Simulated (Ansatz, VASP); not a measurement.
CuGe3Sb2I: VASP beside Ansatz

File INCAR:

```
SYSTEM = CuGe3Sb2I
ALGO = Normal ; EDIFF = 1E-6
ENCUT = 520 ; GGA = PE
ISIF = 2 ; ISMEAR = 0
LASPH = .True. ; LCHARG = .True.
LELF = .True. ; LREAL = .False.
LVHAR = .True. ; LWAVE = .False.
NBANDS = 44 ; NELM = 100
PREC = Accurate ; SIGMA = 0.1
```

The input KPOINTS:

```
k-points
0
Gamma
  8 8 4
  0 0 0
```

File POSCAR:

```
CuGe3Sb2I
1.0
    3.8382967175      0.0000000000      0.0000000000
    0.0000000000      3.8382967175      0.0000000000
    0.0000000000      0.0000000000     12.4777165508
Cu Ge Sb I
1 3 2 1
Direct
    0.0000000000      0.0000000000      0.5000000000
    0.0000000000      0.0000000000      0.3097430847
    0.0000000000      0.0000000000      0.6902569153
    0.5000000000      0.5000000000      0.5000000000
    0.5000000000      0.5000000000      0.7595955025
    0.5000000000      0.5000000000      0.2404044975
    0.5000000000      0.5000000000      0.0000000000
```

Input for Ansatz:

```yaml
crystal:
  lattice:
    - [3.8382967175, 0.0, 0.0]
    - [0.0, 3.8382967175, 0.0]
    - [0.0, 0.0, 12.4777165508]
  atoms:
    - { symbol: Cu, position: [0.0, 0.0, 0.5] }
    - { symbol: Ge, position: [0.0, 0.0, 0.3097430847] }
    - { symbol: Ge, position: [0.0, 0.0, 0.6902569153] }
    - { symbol: Ge, position: [0.5, 0.5, 0.5] }
    - { symbol: Sb, position: [0.5, 0.5, 0.7595955025] }
    - { symbol: Sb, position: [0.5, 0.5, 0.2404044975] }
    - { symbol: I, position: [0.5, 0.5, 0.0] }
basis:
  ecutwfc: 420
kpoints:
  mp_grid: { grid: [8, 8, 4] }
  band_path:
    path:
      - [[0.0, 0.0, 0.0], [0.0, 0.5, 0.0], [0.5, 0.5, 0.0], [0.0, 0.0, 0.0], [0.0, 0.0, 0.5], [0.0, 0.5, 0.5], [0.5, 0.5, 0.5], [0.0, 0.0, 0.5]]
      - [[0.0, 0.5, 0.0], [0.0, 0.5, 0.5]]
      - [[0.5, 0.5, 0.0], [0.5, 0.5, 0.5]]
    npoints: 14
hamiltonian:
  xc: pbe
scf:
  occupations: { method: gaussian, width: 0.1 }
  n_extra_bands: 17
output:
  forces: true
  stress: true
  eigenvalues: true
  populations: true
  dos: { projected: true, de: 0.02, nscf_kmesh: { grid: [10, 10, 5] } }
  bader: true
  write_density: true
  write_potential: true
  elf: true
  volumetric_format: npy
```

Alike in both runs: task single point; functional PBE; k mesh 8 × 8 × 4; occupations gaussian, width 0.1 eV; no spin polarisation.

|  | VASP | Ansatz |
| --- | --- | --- |
| version | VASP 6.6.1 | Ansatz 0.2.0 |
| potentials or method | VASP PAW PBE potentials, release 64 (Cu, Ge_d, Sb, I), cutoff 520 eV | scalar-relativistic, plane waves, PAW |
| valence electrons in the cell | 70 | 108 |

Ansatz gave:

```
gap on the k mesh at the Fermi level (eV) : none
pressure (GPa)                            : 0.0
rms of the force components (eV/Å)        : 0.003
```

**Question.** Which values does VASP return?

**Answer.** gap on the k mesh at the Fermi level (eV): none; pressure (GPa): 0.1; rms of the force components (eV/Å): 0.004.

Atom by atom the forces differ by 0.007 eV/Å (rms over components). A gap of «none» marks a metal or a gap that the smearing closes. VASP's potentials hold 70 valence electrons a cell and Ansatz's 108, so a difference there can come from the potentials and not from the codes.

Neither program's run includes spin-orbit coupling.
